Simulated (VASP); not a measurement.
A run of VASP 6.6.1 is set up as follows.

The input INCAR:

```
SYSTEM = MgO
  ALGO = Normal
  EDIFF = 1E-8
  ENCUT = 600
  GGA = PE
  IBRION = 6
  ISIF = 3
  ISMEAR = 0
  LASPH = .TRUE.
  LCHARG = .FALSE.
  LREAL = .FALSE.
  LWAVE = .FALSE.
  NBANDS = 11
  NELM = 80
  NFREE = 2
  NSW = 1
  POTIM = 0.015
  PREC = Accurate
  SIGMA = 0.01
```

File KPOINTS:

```
k-points
0
G
  12 12 12
  0 0 0
```

Contents of POSCAR:

```
MgO
1.0
    0.0000000000      2.1269016781      2.1269016781
    2.1269016781      0.0000000000      2.1269016781
    2.1269016781      2.1269016781      0.0000000000
Mg O
1 1
Direct
    0.5000000000      0.5000000000      0.5000000000
    0.0000000000      0.0000000000      0.0000000000
```

Potentials or basis: VASP PAW PBE potentials, release 64 (Mg, O).

The run is started by

```sh
$ cat potpaw_PBE.64/Mg/POTCAR potpaw_PBE.64/O/POTCAR > POTCAR
$ mpirun -np 1 vasp_std > vasp.out
```

(1) What does it give for the elastic constants C11, C12, C44?

(2) Estimate the Voigt bulk modulus.

(3) What does it give for the highest phonon frequency at Γ, LO-TO splitting left out?

Results:

(1) 267, 90, 142 GPa.

(2) 149 GPa.

(3) 368 cm⁻¹.
